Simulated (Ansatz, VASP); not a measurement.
One calculation of Al2O3, two programs

```xyz
5
Lattice="2.9709 0.0000 0.0000 -1.4854 2.5728 0.0000 0.0000 0.0000 9.6169" Properties=species:S:1:pos:R:3 pbc="T T T"
Al    0.0000    0.0000    1.4425
Al    0.0000    0.0000    8.1744
O     0.0000    1.7152    2.1380
O     1.4854    0.8576    0.0000
O     0.0000    1.7152    7.4789
```

Change from the starting cell: strain +0.030 along x and y, +0.030 along z, atoms carried along.

Alike in both runs: task single point; functional LDA; k mesh 12 × 12 × 4; occupations gaussian, width 0.05 eV; no spin polarisation.

|  | VASP | Ansatz |
| --- | --- | --- |
| version | VASP 6.6.1 | Ansatz 0.2.0 |
| potentials or method | VASP PAW LDA potentials, release 64 (Al, O), cutoff 520 eV | scalar-relativistic, plane waves, PAW |
| valence electrons in the cell | 24 | 24 |

```tsv
	VASP	Ansatz	Ansatz less VASP
gap on the k mesh at the Fermi level (eV)	4.00	4.02	+0.018
least direct gap on the mesh (eV)	4.20	4.22	+0.015
pressure (GPa)	-16.0	-16.4	-0.38
traceless stress, the component that is largest in VASP (GPa)	4.77	5.13	+0.364
rms of the force components (eV/Å)	0.506	0.511	+0.0049
```

LDA's correlation is that of Perdew and Zunger in VASP and of Perdew and Wang (1992) in Ansatz. Atom by atom the forces differ by 0.005 eV/Å (rms over components).
